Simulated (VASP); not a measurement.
# ScAl2 (Fd-3m) in VASP: single point with r2SCAN

Aim: the single point of ScAl2 with r2SCAN.

Program: VASP 6.6.1. These are calculated values, not measurements. Logs are shortened: lines on timing, memory, paths and dates and some standing lists are left out, and cuts for length are marked.

## Step 1: The cell of the first run

The structure is cubic, space group Fd-3m (No. 227). The conventional cell has a = 7.587 Å, b = 7.587 Å, c = 7.587 Å, α = 90.00°, β = 90.00°, γ = 90.00°. Sc (site symmetry -43m) has 12 Al at 3.15 Å and 4 Sc at 3.29 Å within 4.1 Å. Within 3.5 Å of Al (site symmetry -3m) lie 6 Al at 2.68 Å and 6 Sc at 3.15 Å.

## Step 2: Single point, r2SCAN

POSCAR

```
ScAl2
1.0
    0.0000000000      3.7932976860      3.7932976860
    3.7932976860      0.0000000000      3.7932976860
    3.7932976860      3.7932976860      0.0000000000
Sc Al
2 4
Direct
    0.5000000000      0.5000000000      0.5000000000
    0.7500000000      0.7500000000      0.7500000000
    0.1250000000      0.1250000000      0.1250000000
    0.6250000000      0.1250000000      0.1250000000
    0.1250000000      0.6250000000      0.1250000000
    0.1250000000      0.1250000000      0.6250000000
```

INCAR.step1

```
  PREC = Accurate
  ENCUT = 520
  ISMEAR = 0
  SIGMA = 0.1
  LREAL = F
  LASPH = T
  NELM = 100
  NBANDS = 26
  GGA = PE
  ALGO = Normal
  EDIFF = 1E-4
  LWAVE = T
  LCHARG = F
```

INCAR.step2

```
  PREC = Accurate
  ENCUT = 520
  EDIFF = 1E-6
  ISMEAR = 0
  SIGMA = 0.1
  LREAL = F
  LASPH = T
  NELM = 100
  ALGO = Normal
  ISIF = 2
  LWAVE = F
  LCHARG = T
  METAGGA = R2SCAN
  LMIXTAU = T
  LELF = T
  LVHAR = T
  NBANDS = 26
  ISTART = 1
```

KPOINTS

```
Automatic mesh
0
Gamma
  8 8 8
```

Potentials or basis: VASP PAW PBE potentials, release 64 (Sc_sv, Al).

Command:

```
cat potpaw_PBE.64/Sc_sv/POTCAR potpaw_PBE.64/Al/POTCAR > POTCAR
cp INCAR.step1 INCAR
mpirun -np 1 vasp_std > vasp.out
cp INCAR.step2 INCAR
mpirun -np 1 vasp_std > vasp.out
```

OUTCAR:

```text
PREC = Accurate
   ENCUT = 520
   EDIFF = 1E-6
   ISMEAR = 0
   LREAL = F
   LASPH = T
   NELM = 100
   ISIF = 2
   METAGGA = R2SCAN
   ISTART = 1

 ion  position               nearest neighbor table
   1  0.500  0.500  0.500-   5 3.15   6 3.15   4 3.15   6 3.15   3 3.15   4 3.15   5 3.15   3 3.15
                             3 3.15   4 3.15   5 3.15   6 3.15   2 3.29   2 3.29   2 3.29   2 3.29
   2  0.750  0.750  0.750-   3 3.15   4 3.15   5 3.15   4 3.15   6 3.15   5 3.15   6 3.15   4 3.15
                             5 3.15   3 3.15   6 3.15   3 3.15   1 3.29   1 3.29   1 3.29   1 3.29
   3  0.125  0.125  0.125-   4 2.68   5 2.68   6 2.68   6 2.68   5 2.68   4 2.68   1 3.15   2 3.15
                             1 3.15   2 3.15   1 3.15   2 3.15
   4  0.625  0.125  0.125-   3 2.68   6 2.68   5 2.68   3 2.68   5 2.68   6 2.68   2 3.15   1 3.15
                             2 3.15   1 3.15   1 3.15   2 3.15
   5  0.125  0.625  0.125-   3 2.68   6 2.68   3 2.68   4 2.68   6 2.68   4 2.68   1 3.15   2 3.15
                             1 3.15   2 3.15   1 3.15   2 3.15
   6  0.125  0.125  0.625-   3 2.68   3 2.68   4 2.68   5 2.68   5 2.68   4 2.68   1 3.15   2 3.15
                             1 3.15   2 3.15   1 3.15   2 3.15

  LATTYP: Found a face centered cubic cell.
 ALAT       =     7.5865953720

  Lattice vectors:

 A1 = (   0.0000000000,   3.7932976860,   3.7932976860)
 A2 = (   3.7932976860,   0.0000000000,   3.7932976860)
 A3 = (   3.7932976860,   3.7932976860,   0.0000000000)

Analysis of symmetry for initial positions (statically):
=====================================================================
 Subroutine PRICEL returns:
 Original cell was already a primitive cell.

 Routine SETGRP: Setting up the symmetry group for a
 face centered cubic supercell.

 Subroutine GETGRP returns: Found 48 space group operations
 (whereof 24 operations were pure point group operations)
 out of a pool of 48 trial point group operations.

The static configuration has the point symmetry T_d .
 The point group associated with its full space group is O_h .

Analysis of symmetry for dynamics (positions and initial velocities):
=====================================================================
 Subroutine PRICEL returns:
 Original cell was already a primitive cell.

 Routine SETGRP: Setting up the symmetry group for a
 face centered cubic supercell.

 Subroutine GETGRP returns: Found 48 space group operations
 (whereof 24 operations were pure point group operations)
 out of a pool of 48 trial point group operations.

The dynamic configuration has the point symmetry T_d .
 The point group associated with its full space group is O_h .

 Subroutine INISYM returns: Found 48 space group operations
 (whereof 24 operations are pure point group operations),
 and found     1 'primitive' translations

----------------------------------------------------------------------------------------

                                     Primitive cell

  volume of cell :     109.1643

  direct lattice vectors                    reciprocal lattice vectors
     0.000000000  3.793297686  3.793297686    -0.131811432  0.131811432  0.131811432
     3.793297686  0.000000000  3.793297686     0.131811432 -0.131811432  0.131811432
     3.793297686  3.793297686  0.000000000     0.131811432  0.131811432 -0.131811432

  length of vectors
     5.364533034  5.364533034  5.364533034     0.228304097  0.228304097  0.228304097

  position of ions in fractional coordinates (direct lattice)
     0.500000000  0.500000000  0.500000000
     0.750000000  0.750000000  0.750000000
     0.125000000  0.125000000  0.125000000
     0.625000000  0.125000000  0.125000000
     0.125000000  0.625000000  0.125000000
     0.125000000  0.125000000  0.625000000

  ion indices of the primitive-cell ions
   primitive index   ion index
                 1           1
                 2           2
                 3           3
                 4           4
                 5           5
                 6           6

----------------------------------------------------------------------------------------

 KPOINTS: Automatic mesh

Automatic generation of k-mesh.
 Grid dimensions read from file:
 generate k-points for:    8    8    8

 Generating k-lattice:

  Cartesian coordinates                     Fractional coordinates (reciprocal lattice)
    -0.016476429  0.016476429  0.016476429     0.125000000  0.000000000  0.000000000
     0.016476429 -0.016476429  0.016476429     0.000000000  0.125000000  0.000000000
     0.016476429  0.016476429 -0.016476429     0.000000000  0.000000000  0.125000000

  Length of vectors
     0.028538012  0.028538012  0.028538012

  Shift w.r.t. Gamma in fractional coordinates (k-lattice)
     0.000000000  0.000000000  0.000000000

 Subroutine IBZKPT returns following result:
 ===========================================

 Found     29 irreducible k-points:

 Following reciprocal coordinates:
            Coordinates               Weight
  0.000000  0.000000  0.000000      1.000000
  0.125000  0.000000  0.000000      8.000000
  0.250000  0.000000  0.000000      8.000000
  0.375000  0.000000  0.000000      8.000000
  0.500000  0.000000  0.000000      4.000000
  0.125000  0.125000  0.000000      6.000000
[... 16 lines left out ...]
  0.500000  0.250000  0.125000     48.000000
 -0.375000  0.250000  0.125000     24.000000
 [... further k-points ...]
   k-points           NKPTS =     29   k-points in BZ     NKDIM =     29   number of bands    NBANDS=     26
   number of dos      NEDOS =    301   number of ions     NIONS =      6
   total plane-waves  NPLWV =  64000
   dimension x,y,z NGX =    40 NGY =   40 NGZ =   40
   dimension x,y,z NGXF=    80 NGYF=   80 NGZF=   80
   ions per type =               2   4
   NGX,Y,Z   is equivalent  to a cutoff of  12.40, 12.40, 12.40 a.u.
   NGXF,Y,Z  is equivalent  to a cutoff of  24.79, 24.79, 24.79 a.u.
 SYSTEM =  unknown system
   PREC   = accura    normal or accurate (medium, high low for compatibility)
   ISTART =      1    job   : 0-new  1-cont  2-samecut
   ICHARG =      0    charge: 1-file 2-atom 10-const
   ISPIN  =      1    spin polarized calculation?
   LNONCOLLINEAR =      F non collinear calculations
   LSORBIT =      F    spin-orbit coupling
   LASPH  =      T    aspherical Exc in radial PAW
   ENCUT  =  520.0 eV  38.22 Ry    6.18 a.u.   9.97  9.97  9.97*2*pi/ulx,y,z
   NELM   =    100;   NELMIN=  2; NELMDL=  0     # of ELM steps
   EDIFF  = 0.1E-05   stopping-criterion for ELM
   LREAL  =      F    real-space projection
   EDIFFG = 0.1E-04   stopping-criterion for IOM
   NSW    =      0    number of steps for IOM
   IBRION =     -1    ionic relax: 0-MD 1-quasi-New 2-CG
   NFREE  =      0    steps in history (QN), initial steepest desc. (CG)
   ISIF   =      2    stress and relaxation
   ISYM   =      2    0-nonsym 1-usesym 2-fastsym
   POTIM  = 0.5000    time-step for ionic-motion
   TEBEG  =    0.0;   TEEND  =   0.0 temperature during run
   PSTRESS=    0.0 pullay stress
   NELECT =      34.0000    total number of electrons
   NUPDOWN=      -1.0000    fix difference up-down
   EMIN   =  10.00;   EMAX   =-10.00  energy-range for DOS
   EFERMI =   0.00;   METHOD = LEGACY
   ISMEAR =     0;   SIGMA  =   0.10  broadening in eV -4-tet -1-fermi 0-gaus
   EFERMI_NEDOS =   21; number of points for ismear=-14 and -15
   IALGO  =     38    algorithm
   IMIX   =      4    mixing-type and parameters
     AMIX     =   0.40;   BMIX     =  1.00
     AMIX_MAG =   1.60;   BMIX_MAG =  1.00
  volume/ion in A,a.u.               =      18.19       122.78
  Fermi-wavevector in a.u.,A,eV,Ry     =   1.109705  2.097038 16.754829  1.231445
  Thomas-Fermi vector in A             =   2.246248
   LORBIT       =      0    0 simple, 1 ext, 2 COOP (PROOUT), +10 PAW based schemes
   METAGGA = R2SCAN    functional components
   LHFCALC =     F    Hartree Fock is set to
   AEXX    =    0.0000 exact exchange contribution
   IVDW    =     0    specifies the selected vdW correction
   LEPSILON=     F    determine dielectric tensor
   LRPA    =     F    only Hartree local field effects (RPA)
 non-spin polarized calculation
 Gauss-broadening in eV      SIGMA  =   0.10
  energy-cutoff  :      520.00
  volume of cell :      109.16
 maximum number of plane-waves:      2954
   NGX = 19   NGY = 19   NGZ = 19

 number of electron      33.9999993 magnetization

 Free energy of the ion-electron system (eV)
  ---------------------------------------------------
  ext. energy  EPLUGINS =         0.00000000
  ---------------------------------------------------
  free energy    TOTEN  =       -52.90701873 eV

  energy without entropy =      -52.88295880  energy(sigma->0) =      -52.89498877

 E-fermi :   6.4524     XC(G=0): -10.9686

 val. band max:        6.3965253276   @ k =  -0.2500   0.1250   0.0000
 cond. band min:       6.4649118338   @ k =  -0.3750   0.3750   0.1250
 fundamental gap:      0.0683865062
 Fermi energy:         6.4524273456

 k-point     1 :       0.0000    0.0000    0.0000
  band No.  band energies     occupation
      1     -45.0810      2.00000
      2     -45.0424      2.00000
      3     -22.7887      2.00000
      4     -22.7887      2.00000
      5     -22.7886      2.00000
      6     -22.6827      2.00000
[... 18 lines left out ...]
     25      10.0281      0.00000
     26      10.0281      0.00000

 k-point     2 :       0.1250    0.0000    0.0000
  band No.  band energies     occupation
      1     -45.0799      2.00000
      2     -45.0435      2.00000
      3     -22.7907      2.00000
      4     -22.7907      2.00000
      5     -22.7887      2.00000
      6     -22.6833      2.00000
[... 18 lines left out ...]
     25       9.8233      0.00000
     26       9.8445      0.00000

 k-point     3 :       0.2500    0.0000    0.0000
  band No.  band energies     occupation
      1     -45.0769      2.00000
      2     -45.0464      2.00000
      3     -22.7953      2.00000
      4     -22.7953      2.00000
      5     -22.7890      2.00000
      6     -22.6845      2.00000
[... 18 lines left out ...]
     25       9.6732      0.00000
     26       9.6732      0.00000

 k-point     4 :       0.3750    0.0000    0.0000
  band No.  band energies     occupation
      1     -45.0732      2.00000
      2     -45.0501      2.00000
      3     -22.7997      2.00000
      4     -22.7996      2.00000
      5     -22.7897      2.00000
      6     -22.6853      2.00000
[... 18 lines left out ...]
     25       9.6918      0.00000
     26       9.6919      0.00000

 k-point     5 :       0.5000    0.0000    0.0000
  band No.  band energies     occupation
      1     -45.0713      2.00000
      2     -45.0520      2.00000
      3     -22.8014      2.00000
      4     -22.8013      2.00000
      5     -22.7900      2.00000
      6     -22.6856      2.00000
[... 18 lines left out ...]
     25       9.8035      0.00000
     26       9.8035      0.00000

 k-point     6 :       0.1250    0.1250    0.0000
  band No.  band energies     occupation
      1     -45.0795      2.00000
      2     -45.0439      2.00000
      3     -22.7931      2.00000
      4     -22.7931      2.00000
      5     -22.7848      2.00000
      6     -22.6872      2.00000
[... 427 lines left out ...]
 k-point    21 :       0.5000    0.5000    0.0000
  band No.  band energies     occupation
      1     -45.0617      2.00000
      2     -45.0617      2.00000
      3     -22.8145      2.00000
      4     -22.8145      2.00000
      5     -22.7378      2.00000
      6     -22.7378      2.00000
[... 18 lines left out ...]
     25      10.8262      0.00000
     26      10.8262      0.00000

 k-point    22 :       0.3750    0.2500    0.1250
  band No.  band energies     occupation
      1     -45.0743      2.00000
      2     -45.0491      2.00000
      3     -22.8059      2.00000
      4     -22.8008      2.00000
      5     -22.7758      2.00000
      6     -22.6977      2.00000
[... 18 lines left out ...]
     25       9.7251      0.00000
     26       9.8352      0.00000

 k-point    23 :       0.5000    0.2500    0.1250
  band No.  band energies     occupation
      1     -45.0706      2.00000
      2     -45.0528      2.00000
      3     -22.8118      2.00000
      4     -22.8046      2.00000
      5     -22.7699      2.00000
      6     -22.7039      2.00000
[... 18 lines left out ...]
     25       9.9465      0.00000
     26      10.0315      0.00000

 k-point    24 :      -0.3750    0.2500    0.1250
  band No.  band energies     occupation
      1     -45.0685      2.00000
      2     -45.0548      2.00000
      3     -22.8139      2.00000
      4     -22.8064      2.00000
      5     -22.7672      2.00000
      6     -22.7067      2.00000
[... 18 lines left out ...]
     25       9.7992      0.00000
     26      10.2082      0.00000

 [... further k-points ...]

------------------------ aborting loop because EDIFF is reached ----------------------------------------

  FORCE on cell =-STRESS in cart. coord.  units (eV):
  Direction    XX          YY          ZZ          XY          YZ          ZX
  --------------------------------------------------------------------------------------
  -------------------------------------------------------------------------------------
  Total       -0.7616671     -0.7616671     -0.7616671      0.0000000      0.0000000      0.0000000
  in kB      -11.1787956    -11.1787956    -11.1787956      0.0000000      0.0000000      0.0000000
  external PRESSURE =     -11.1787956 kB  Pullay stress =       0.0000000 kB

 VOLUME and BASIS-vectors are now :
 -----------------------------------------------------------------------------
  energy-cutoff  :      520.00
  volume of cell :      109.16
      direct lattice vectors                 reciprocal lattice vectors
     0.000000000  3.793297686  3.793297686    -0.131811432  0.131811432  0.131811432
     3.793297686  0.000000000  3.793297686     0.131811432 -0.131811432  0.131811432
     3.793297686  3.793297686  0.000000000     0.131811432  0.131811432 -0.131811432

 POSITION                                       TOTAL-FORCE (eV/Angst)
 -----------------------------------------------------------------------------------
      3.79330      3.79330      3.79330        -0.000000     -0.000000      0.000000
      5.68995      5.68995      5.68995         0.000000      0.000000     -0.000000
      0.94832      0.94832      0.94832         0.000000     -0.000000     -0.000000
      0.94832      2.84497      2.84497         0.000000     -0.000000     -0.000000
      2.84497      0.94832      2.84497         0.000000     -0.000000     -0.000000
      2.84497      2.84497      0.94832         0.000000     -0.000000     -0.000000
 -----------------------------------------------------------------------------------
    total drift:                               -0.000000     -0.000000      0.000000

  FREE ENERGIE OF THE ION-ELECTRON SYSTEM (eV)
  ---------------------------------------------------
  free  energy   TOTEN  =       -52.9070187341 eV

  energy  without entropy=      -52.8829587993  energy(sigma->0) =      -52.89498877
```

It took 2.4 min on 1 thread of Intel Xeon 6975P-C (Granite Rapids), shared host; peak memory 0.29 GiB.

What came out:

```yaml
Free_energy: -52.9070 eV
Pressure: -1.1 GPa
Band_gap_on_the_k_mesh: zero (bands 17 and 18 overlap by 2.57 eV)
```

Caveat: the PAW data sets were made with another functional, which shifts forces and pressure a little.
